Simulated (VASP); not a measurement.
Set up this calculation in VASP 6.6.1, as the native input.

```
Task                   : single point
Functional             : PBEsol
Potentials or basis    : VASP PAW PBE potentials, release 64 (Na_pv)
Cutoff                 : 520 eV
k mesh                 : 12 × 12 × 12
Occupations            : fermi-dirac, width 0.1 eV
Spin                   : no spin polarisation
Dipole correction      : no
Further INCAR settings : ALGO = Normal; EDIFF = 1e-07; NBANDS = 14
```

The structure of Na lies in POSCAR:

```
Na
1.0
    0.0000000000      3.7419805222      3.7419805222
    3.7419805222      0.0000000000      3.7419805222
    3.7419805222      3.7419805222      0.0000000000
Na
2
Direct
    0.1250000000      0.1250000000      0.1250000000
    0.8750000000      0.8750000000      0.8750000000
```

One way to write it, as run:

INCAR

```
PREC = Accurate
ENCUT = 520
EDIFF = 1E-7
ISMEAR = -1
SIGMA = 0.1
LREAL = False
LASPH = True
NELM = 60
ALGO = Normal
ISIF = 2
LWAVE = False
LCHARG = False
GGA = PS
NBANDS = 14
```

KPOINTS

```
Automatic mesh
0
Gamma
  12 12 12
```

Potentials or basis: VASP PAW PBE potentials, release 64 (Na_pv).

Run with:

```sh
$ cat potpaw_PBE.64/Na_pv/POTCAR > POTCAR
$ mpirun -np 1 vasp_std > vasp.out
```

It gave:

```yaml
Pressure: 0.0 GPa
Band_gap_on_the_k_mesh: zero (band 7 reaches -0.09 eV, above the bottom of band 8 at -0.89 eV)
```

Caveat: the PAW data sets were made with another functional, which shifts forces and pressure a little.

It took 100 s on 1 thread of Intel(R) Xeon(R) Platinum 8488C (Sapphire Rapids) (shared host), peak memory 0.26 GiB.
